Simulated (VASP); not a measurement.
Runs of VASP 6.6.1 on SiC. The structure is that of space group Cm (No. 8), or close to it. The cells are those of the table. 

```tsv
cell	gap on the mesh (eV)	pressure (GPa)	largest force (eV/Å)
a = 3.097, b = 3.097, c = 15.198 Å, angles 87.1, 87.1, 60.0°, 12 atoms	(a)	-0.3	2.17
a = 3.097, b = 3.097, c = 15.696 Å, angles 77.2, 77.2, 60.0°, 12 atoms	(b)	-1.9	1.46
a = 3.097, b = 3.097, c = 15.407 Å, angles 81.3, 81.3, 60.0°, 12 atoms	1.00	-1.3	0.92
a = 3.097, b = 3.097, c = 15.949 Å, angles 74.5, 74.5, 60.0°, 12 atoms	1.05	-0.4	1.21
```

Alike in all rows: task single point; level PBE; potentials or basis VASP PAW PBE potentials, release 64 (Si, C); no spin polarisation; k mesh 10 × 10 × 2; cutoff (eV) 520; smearing gaussian 0.05 eV.

Q: Fill in the values left out.

A: (a) 0.69; (b) 0.81.

Caveats: forces of over 1 eV/Å act on the atoms, so gaps and moduli don't describe the material at rest (some runs).

A k mesh can miss the band edges.
